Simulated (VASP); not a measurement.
Set up this calculation in VASP 6.6.1, as the native input.

* Task: single point
* Functional: PBE
* Potentials or basis: VASP PAW PBE potentials, release 64 (W_sv, Se)
* Cutoff: 520 eV
* k mesh: 12 × 12 × 1
* Occupations: gaussian, width 0.05 eV
* Spin: no spin polarisation
* Dipole correction: no
* Further INCAR settings: ALGO = Normal; EDIFF = 1e-07; NBANDS = 64

The structure of WSe2 lies in POSCAR:

```
WSe2
1.0
    3.3206779314      0.0000000000      0.0000000000
   -1.6603389657      2.8757914463      0.0000000000
    0.0000000000      0.0000000000     35.8623497995
W Se
4 8
Direct
    0.6666666667      0.3333333333      0.9017078408
    0.6666666667      0.3333333333      0.2946354236
    0.3333333333      0.6666666667      0.7053645764
    0.3333333333      0.6666666667      0.0982921592
    0.3333333333      0.6666666667      0.9449957770
    0.3333333333      0.6666666667      0.3379184716
    0.6666666667      0.3333333333      0.7486532095
    0.6666666667      0.3333333333      0.1415801562
    0.3333333333      0.6666666667      0.8584198438
    0.3333333333      0.6666666667      0.2513467905
    0.6666666667      0.3333333333      0.6620815284
    0.6666666667      0.3333333333      0.0550042230
```

This cell differs from its parent crystal: strain -0.0750 x Voigt [0, 0, 1, 0, 0, 0].

One way to write it, as run:

INCAR

```
PREC = Accurate ; ENCUT = 520
EDIFF = 1E-7 ; ISMEAR = 0
SIGMA = 0.05 ; LREAL = F
LASPH = T ; NELM = 60
ALGO = Normal ; ISIF = 2
LWAVE = F ; LCHARG = T
GGA = PE ; LELF = T
LVHAR = T ; NBANDS = 64
```

KPOINTS

```
regular mesh
0
Gamma
  12 12 1
```

Potentials or basis: VASP PAW PBE potentials, release 64 (W_sv, Se).

Run with:

```bash
$ cat potpaw_PBE.64/W_sv/POTCAR potpaw_PBE.64/Se/POTCAR > POTCAR
$ mpirun -np 1 vasp_std > vasp.out
```

Results of the run:

```json
{
  "Largest force": "2.584 eV/Å",
  "Band gap on the k mesh": "0.74 eV, indirect (least direct gap 1.25 eV)"
}
```

Caveat: the cell differs from its parent crystal (strain -0.0750 x Voigt [0, 0, 1, 0, 0, 0]); spin-orbit coupling is left out, which moves the levels of the heavy elements.

It took 66 min on 1 thread of AMD EPYC 7R13 Processor (Zen 3), with other jobs on the host, peak memory 0.63 GiB.
